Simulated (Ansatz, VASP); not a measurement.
## Bi2Se3: VASP beside Ansatz

```xyz
5
Lattice="2.0715 1.1960 9.6408 -2.0715 1.1960 9.6408 0.0000 -2.3920 9.6408" Properties=species:S:1:pos:R:3 pbc="T T T"
Bi    0.0000    0.0000   11.5921
Bi    0.0000    0.0000   17.3303
Se    0.0000    0.0000    0.0000
Se    0.0000    0.0000    6.1229
Se    0.0000    0.0000   22.7995
```

Change from the starting cell: zz strain of +1 %.

Alike in both runs: task single point; functional PBEsol; k mesh 6 × 6 × 6; occupations fermi-dirac, width 0.03 eV; no spin polarisation.

|  | VASP | Ansatz |
| --- | --- | --- |
| version | VASP 6.6.1 | Ansatz 0.2.0 |
| potentials or method | VASP PAW PBE potentials, release 64 (Bi_d, Se), cutoff 520 eV | all-electron LAPW, scalar-relativistic |

Ansatz gave:

| Property | Result |
| --- | --- |
| pressure (GPa) | -0.9 |
| traceless stress, the component that is largest in VASP (GPa) | -0.23 |
| rms of the force components (eV/Å) | 0.058 |

**Question.** Estimate VASP's values.

**Answer.** Pressure (GPa): -0.9; traceless stress, the component that is largest in VASP (GPa): -0.23; rms of the force components (eV/Å): 0.061.

VASP's potentials were made for PBE, not for PBEsol. Atom by atom the forces differ by 0.007 eV/Å (rms over components). Ansatz ran all-electron here, and VASP with PAW potentials.

Neither program's run includes spin-orbit coupling.
